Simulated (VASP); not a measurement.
# MgGe2 (Fd-3m) in VASP: a series of runs

The runs below take MgGe2 through single point, relaxation of cell and atoms, with PBE.

All numbers are computed with VASP 6.6.1; they aren't measurements. Logs are shortened: lines on timing, memory, paths and dates and some standing lists are left out, and cuts for length are marked.

### Step 1. The cell of the first run

The structure is cubic, space group Fd-3m (No. 227). The conventional cell has a = 7.903 Å, b = 7.903 Å, c = 7.903 Å, α = 90.00°, β = 90.00°, γ = 90.00°. Mg (site symmetry -43m) has 12 Ge at 3.28 Å and 4 Mg at 3.42 Å within 4.3 Å. Within 3.7 Å of Ge (site symmetry -3m) lie 6 Ge at 2.79 Å and 6 Mg at 3.28 Å.

### Step 2. Single point, PBE

File INCAR:

```
SYSTEM = MgGe2
PREC = Accurate
ENCUT = 520
EDIFF = 1E-6
ISMEAR = 0
SIGMA = 0.1
LREAL = .False.
LASPH = .True.
NELM = 100
ALGO = Normal
ISIF = 2
LWAVE = .False.
LCHARG = .False.
GGA = PE
NBANDS = 39
```

File KPOINTS:

```
regular mesh
0
Gamma
  8 8 8
  0 0 0
```

File POSCAR:

```
MgGe2
1.0
    0.0000000000      3.9512958899      3.9512958899
    3.9512958899      0.0000000000      3.9512958899
    3.9512958899      3.9512958899      0.0000000000
Mg Ge
2 4
Direct
    0.0000000000      0.0000000000      0.0000000000
    0.2500000000      0.2500000000      0.2500000000
    0.6250000000      0.6250000000      0.6250000000
    0.1250000000      0.6250000000      0.6250000000
    0.6250000000      0.6250000000      0.1250000000
    0.6250000000      0.1250000000      0.6250000000
```

Potentials or basis: VASP PAW PBE potentials, release 64 (Mg, Ge_d).

On the command line:

```console
$ cat potpaw_PBE.64/Mg/POTCAR potpaw_PBE.64/Ge_d/POTCAR > POTCAR
$ mpirun -np 1 vasp_std > vasp.out
```

OUTCAR:

```text
SYSTEM = MgGe2
   PREC = Accurate
   ENCUT = 520
   EDIFF = 1E-6
   ISMEAR = 0
   LREAL = .False.
   LASPH = .True.
   NELM = 100
   ISIF = 2
   GGA = PE

 ion  position               nearest neighbor table
   1  0.000  0.000  0.000-   3 3.28   5 3.28   6 3.28   3 3.28   4 3.28   5 3.28   3 3.28   4 3.28
                             6 3.28   4 3.28   6 3.28   5 3.28   2 3.42   2 3.42   2 3.42   2 3.42
   2  0.250  0.250  0.250-   4 3.28   6 3.28   3 3.28   4 3.28   6 3.28   3 3.28   4 3.28   5 3.28
                             3 3.28   5 3.28   6 3.28   5 3.28   1 3.42   1 3.42   1 3.42   1 3.42
   3  0.625  0.625  0.625-   4 2.79   5 2.79   6 2.79   5 2.79   6 2.79   4 2.79   1 3.28   2 3.28
                             1 3.28   2 3.28   1 3.28   2 3.28
   4  0.125  0.625  0.625-   3 2.79   5 2.79   6 2.79   3 2.79   5 2.79   6 2.79   2 3.28   1 3.28
                             1 3.28   2 3.28   2 3.28   1 3.28
   5  0.625  0.625  0.125-   3 2.79   3 2.79   4 2.79   6 2.79   6 2.79   4 2.79   1 3.28   2 3.28
                             1 3.28   2 3.28   1 3.28   2 3.28
   6  0.625  0.125  0.625-   3 2.79   5 2.79   3 2.79   4 2.79   5 2.79   4 2.79   2 3.28   1 3.28
                             2 3.28   2 3.28   1 3.28   1 3.28

  LATTYP: Found a face centered cubic cell.
 ALAT       =     7.9025917798

  Lattice vectors:

 A1 = (   0.0000000000,   3.9512958899,   3.9512958899)
 A2 = (   3.9512958899,   0.0000000000,   3.9512958899)
 A3 = (   3.9512958899,   3.9512958899,   0.0000000000)

Analysis of symmetry for initial positions (statically):
=====================================================================
 Subroutine PRICEL returns:
 Original cell was already a primitive cell.

 Routine SETGRP: Setting up the symmetry group for a
 face centered cubic supercell.

 Subroutine GETGRP returns: Found 48 space group operations
 (whereof 24 operations were pure point group operations)
 out of a pool of 48 trial point group operations.

The static configuration has the point symmetry T_d .
 The point group associated with its full space group is O_h .

Analysis of symmetry for dynamics (positions and initial velocities):
=====================================================================
 Subroutine PRICEL returns:
 Original cell was already a primitive cell.

 Routine SETGRP: Setting up the symmetry group for a
 face centered cubic supercell.

 Subroutine GETGRP returns: Found 48 space group operations
 (whereof 24 operations were pure point group operations)
 out of a pool of 48 trial point group operations.

The dynamic configuration has the point symmetry T_d .
 The point group associated with its full space group is O_h .

 Subroutine INISYM returns: Found 48 space group operations
 (whereof 24 operations are pure point group operations),
 and found     1 'primitive' translations

----------------------------------------------------------------------------------------

                                     Primitive cell

  volume of cell :     123.3811

  direct lattice vectors                    reciprocal lattice vectors
     0.000000000  3.951295890  3.951295890    -0.126540764  0.126540764  0.126540764
     3.951295890  0.000000000  3.951295890     0.126540764 -0.126540764  0.126540764
     3.951295890  3.951295890  0.000000000     0.126540764  0.126540764 -0.126540764

  length of vectors
     5.587976236  5.587976236  5.587976236     0.219175032  0.219175032  0.219175032

  position of ions in fractional coordinates (direct lattice)
     0.000000000  0.000000000  0.000000000
     0.250000000  0.250000000  0.250000000
     0.625000000  0.625000000  0.625000000
     0.125000000  0.625000000  0.625000000
     0.625000000  0.625000000  0.125000000
     0.625000000  0.125000000  0.625000000

  ion indices of the primitive-cell ions
   primitive index   ion index
                 1           1
                 2           2
                 3           3
                 4           4
                 5           5
                 6           6

----------------------------------------------------------------------------------------

 KPOINTS: regular mesh

Automatic generation of k-mesh.
 Grid dimensions read from file:
 generate k-points for:    8    8    8

 Generating k-lattice:

  Cartesian coordinates                     Fractional coordinates (reciprocal lattice)
    -0.015817595  0.015817595  0.015817595     0.125000000  0.000000000  0.000000000
     0.015817595 -0.015817595  0.015817595     0.000000000  0.125000000  0.000000000
     0.015817595  0.015817595 -0.015817595     0.000000000  0.000000000  0.125000000

  Length of vectors
     0.027396879  0.027396879  0.027396879

  Shift w.r.t. Gamma in fractional coordinates (k-lattice)
     0.000000000  0.000000000  0.000000000

 Subroutine IBZKPT returns following result:
 ===========================================

 Found     29 irreducible k-points:

 Following reciprocal coordinates:
            Coordinates               Weight
  0.000000  0.000000  0.000000      1.000000
  0.125000  0.000000  0.000000      8.000000
  0.250000  0.000000  0.000000      8.000000
  0.375000  0.000000  0.000000      8.000000
  0.500000  0.000000  0.000000      4.000000
  0.125000  0.125000  0.000000      6.000000
[... 16 lines left out ...]
  0.500000  0.250000  0.125000     48.000000
 -0.375000  0.250000  0.125000     24.000000
 [... further k-points ...]
   k-points           NKPTS =     29   k-points in BZ     NKDIM =     29   number of bands    NBANDS=     39
   number of dos      NEDOS =    301   number of ions     NIONS =      6
   total plane-waves  NPLWV =  74088
   dimension x,y,z NGX =    42 NGY =   42 NGZ =   42
   dimension x,y,z NGXF=    84 NGYF=   84 NGZF=   84
   ions per type =               2   4
   NGX,Y,Z   is equivalent  to a cutoff of  12.50, 12.50, 12.50 a.u.
   NGXF,Y,Z  is equivalent  to a cutoff of  24.99, 24.99, 24.99 a.u.
 SYSTEM =  MgGe2
   PREC   = accura    normal or accurate (medium, high low for compatibility)
   ISTART =      0    job   : 0-new  1-cont  2-samecut
   ICHARG =      2    charge: 1-file 2-atom 10-const
   ISPIN  =      1    spin polarized calculation?
   LNONCOLLINEAR =      F non collinear calculations
   LSORBIT =      F    spin-orbit coupling
   LASPH  =      T    aspherical Exc in radial PAW
   ENCUT  =  520.0 eV  38.22 Ry    6.18 a.u.  10.39 10.39 10.39*2*pi/ulx,y,z
   NELM   =    100;   NELMIN=  2; NELMDL= -5     # of ELM steps
   EDIFF  = 0.1E-05   stopping-criterion for ELM
   LREAL  =      F    real-space projection
   EDIFFG = 0.1E-04   stopping-criterion for IOM
   NSW    =      0    number of steps for IOM
   IBRION =     -1    ionic relax: 0-MD 1-quasi-New 2-CG
   NFREE  =      0    steps in history (QN), initial steepest desc. (CG)
   ISIF   =      2    stress and relaxation
   ISYM   =      2    0-nonsym 1-usesym 2-fastsym
   POTIM  = 0.5000    time-step for ionic-motion
   TEBEG  =    0.0;   TEEND  =   0.0 temperature during run
   PSTRESS=    0.0 pullay stress
   NELECT =      60.0000    total number of electrons
   NUPDOWN=      -1.0000    fix difference up-down
   EMIN   =  10.00;   EMAX   =-10.00  energy-range for DOS
   EFERMI =   0.00;   METHOD = LEGACY
   ISMEAR =     0;   SIGMA  =   0.10  broadening in eV -4-tet -1-fermi 0-gaus
   EFERMI_NEDOS =   21; number of points for ismear=-14 and -15
   IALGO  =     38    algorithm
   IMIX   =      4    mixing-type and parameters
     AMIX     =   0.40;   BMIX     =  1.00
     AMIX_MAG =   1.60;   BMIX_MAG =  1.00
  volume/ion in A,a.u.               =      20.56       138.77
  Fermi-wavevector in a.u.,A,eV,Ry     =   1.287387  2.432808 22.549814  1.657365
  Thomas-Fermi vector in A             =   2.419404
   LORBIT       =      0    0 simple, 1 ext, 2 COOP (PROOUT), +10 PAW based schemes
   GGA     = PE    functional components
   LHFCALC =     F    Hartree Fock is set to
   AEXX    =    0.0000 exact exchange contribution
   IVDW    =     0    specifies the selected vdW correction
   LEPSILON=     F    determine dielectric tensor
   LRPA    =     F    only Hartree local field effects (RPA)
 non-spin polarized calculation
 Gauss-broadening in eV      SIGMA  =   0.10
  energy-cutoff  :      520.00
  volume of cell :      123.38
 maximum number of plane-waves:      3341
 NGX is ok and might be reduce to    42
   NGX = 21   NGY = 21   NGZ = 21

 number of electron      59.9999954 magnetization

 Free energy of the ion-electron system (eV)
  ---------------------------------------------------
  ext. energy  EPLUGINS =         0.00000000
  ---------------------------------------------------
  free energy    TOTEN  =       -20.32960552 eV

  energy without entropy =      -20.31903223  energy(sigma->0) =      -20.32431887

 E-fermi :   5.3071     XC(G=0): -10.1200

 val. band max:        5.2933793245   @ k =   0.5000   0.2500   0.0000
 cond. band min:       5.3273496286   @ k =   0.2500   0.2500   0.0000
 fundamental gap:      0.0339703041
 Fermi energy:         5.3071240719

 k-point     1 :       0.0000    0.0000    0.0000
  band No.  band energies     occupation
      1     -19.5926      2.00000
      2     -19.5377      2.00000
      3     -19.5377      2.00000
      4     -19.5377      2.00000
      5     -19.5339      2.00000
      6     -19.5339      2.00000
[... 31 lines left out ...]
     38      11.2863      0.00000
     39      11.8477      0.00000

 k-point     2 :       0.1250    0.0000    0.0000
  band No.  band energies     occupation
      1     -19.5878      2.00000
      2     -19.5362      2.00000
      3     -19.5355      2.00000
      4     -19.5355      2.00000
      5     -19.5289      2.00000
      6     -19.5289      2.00000
[... 913 lines left out ...]
     38      10.0205      0.00000
     39      10.8869      0.00000

 k-point    24 :      -0.3750    0.2500    0.1250
  band No.  band energies     occupation
      1     -19.5482      2.00000
      2     -19.5279      2.00000
      3     -19.5131      2.00000
      4     -19.5062      2.00000
      5     -19.4839      2.00000
      6     -19.4622      2.00000
[... 31 lines left out ...]
     38      10.2846      0.00000
     39      10.7447      0.00000

 [... further k-points ...]

------------------------ aborting loop because EDIFF is reached ----------------------------------------

  FORCE on cell =-STRESS in cart. coord.  units (eV):
  Direction    XX          YY          ZZ          XY          YZ          ZX
  --------------------------------------------------------------------------------------
  -------------------------------------------------------------------------------------
  Total       -0.0354528     -0.0354528     -0.0354528     -0.0000000     -0.0000000      0.0000000
  in kB       -0.4603761     -0.4603761     -0.4603761     -0.0000000     -0.0000000      0.0000000
  external PRESSURE =      -0.4603761 kB  Pullay stress =       0.0000000 kB

 VOLUME and BASIS-vectors are now :
 -----------------------------------------------------------------------------
  energy-cutoff  :      520.00
  volume of cell :      123.38
      direct lattice vectors                 reciprocal lattice vectors
     0.000000000  3.951295890  3.951295890    -0.126540764  0.126540764  0.126540764
     3.951295890  0.000000000  3.951295890     0.126540764 -0.126540764  0.126540764
     3.951295890  3.951295890  0.000000000     0.126540764  0.126540764 -0.126540764

 POSITION                                       TOTAL-FORCE (eV/Angst)
 -----------------------------------------------------------------------------------
      0.00000      0.00000      0.00000         0.000000     -0.000000     -0.000000
      1.97565      1.97565      1.97565         0.000000      0.000000      0.000000
      4.93912      4.93912      4.93912        -0.000000      0.000000      0.000000
      4.93912      2.96347      2.96347        -0.000000      0.000000      0.000000
      2.96347      2.96347      4.93912        -0.000000      0.000000      0.000000
      2.96347      4.93912      2.96347        -0.000000      0.000000     -0.000000
 -----------------------------------------------------------------------------------
    total drift:                                0.000000      0.000000      0.000000

  FREE ENERGIE OF THE ION-ELECTRON SYSTEM (eV)
  ---------------------------------------------------
  free  energy   TOTEN  =       -20.3296055155 eV

  energy  without entropy=      -20.3190322300  energy(sigma->0) =      -20.32431887
```

Wall time 1.7 min (1 thread of Intel Xeon Platinum 8375C at 2.90GHz (Ice Lake), shared host); peak memory 0.32 GiB.

What came out:

| Quantity | Value |
| --- | --- |
| Free energy | -20.3296 eV |
| Pressure | 0.0 GPa |
| Band gap on the k mesh | zero (band 30 reaches 5.52 eV, above the bottom of band 31 at 3.48 eV) |

Levels at points of the mesh, in eV from the Fermi level:
```csv
k point,band 28,band 29,band 30,band 31,band 32,band 33
"(0.00, 0.00, 0.00)",-3.84,-2.06,-1.83,-1.83,1.00,1.00
"(0.50, 0.00, 0.00)",-0.97,-0.46,0.09,0.09,0.18,0.18
"(0.50, 0.50, 0.00)",-0.06,0.14,0.14,0.48,0.48,0.57
```

(Continued in part 2 of 2.)
